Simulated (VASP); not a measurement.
Write the native input for VASP 6.6.1 that does the following.

- Task: relaxation of cell and atoms
- Functional: r2SCAN
- Potentials or basis: VASP PAW PBE potentials, release 64 (Ta_pv)
- Cutoff: 600 eV
- k mesh: 8 × 8 × 8
- Occupations: tetrahedron
- Spin: no spin polarisation
- Dipole correction: no
- Further INCAR settings: ALGO = Normal; EDIFF = 1e-06; IBRION = 2; EDIFFG = -0.01; NSW = 60; ISIF = 3

The system is Ta.

```
Ta
1.0
    -1.64417    1.64417    1.64417
     1.64417   -1.64417    1.64417
     1.64417    1.64417   -1.64417
Ta
1
Direct
  0.00000 0.00000 0.00000
```

The input as run:

POSCAR

```
Ta
1.0
   -1.6441670000      1.6441670000      1.6441670000
    1.6441670000     -1.6441670000      1.6441670000
    1.6441670000      1.6441670000     -1.6441670000
Ta
1
Direct
    0.0000000000      0.0000000000      0.0000000000
```

INCAR.step1

```
  ALGO = Normal
  EDIFF = 1E-4
  ENCUT = 600
  GGA = PE
  ISMEAR = -4
  LASPH = True
  LCHARG = False
  LREAL = False
  LWAVE = True
  NELM = 100
  PREC = Accurate
  SIGMA = 0.1
```

INCAR.step2

```
  ALGO = Normal
  EDIFF = 1E-6
  EDIFFG = -0.01
  ENCUT = 600
  IBRION = 2
  ISIF = 3
  ISMEAR = -4
  ISTART = 1
  LASPH = True
  LCHARG = False
  LMIXTAU = True
  LREAL = False
  LWAVE = False
  METAGGA = R2SCAN
  NELM = 100
  NSW = 60
  PREC = Accurate
  SIGMA = 0.1
```

KPOINTS

```
k-points
0
Gamma
  8 8 8
```

Potentials or basis: VASP PAW PBE potentials, release 64 (Ta_pv).

Command:

```console
$ cat potpaw_PBE.64/Ta_pv/POTCAR > POTCAR
$ cp INCAR.step1 INCAR
$ mpirun -np 1 vasp_std > vasp.out
$ cp INCAR.step2 INCAR
$ mpirun -np 1 vasp_std > vasp.out
```

It gave:

| Quantity | Value |
| --- | --- |
| Relaxed volume | 18.24 Å³/atom |
| Relaxed cell | a = 2.872 Å, b = 2.872 Å, c = 2.872 Å, α = 109.47°, β = 109.47°, γ = 109.47° |
| Space group after relaxing (to 0.05 Å) | Im-3m (No. 229) |
| Energy gained by relaxing | 7.5 meV/atom |
| Ionic steps | 4 |
| Pressure after relaxing | 0.0 GPa |

Caveat: the PAW data sets were made with another functional, which shifts forces and pressure a little.

It took 110 s on 1 thread of AMD EPYC 7R43 64-Core Processor (Zen 3) (shared host), peak memory 0.12 GiB.
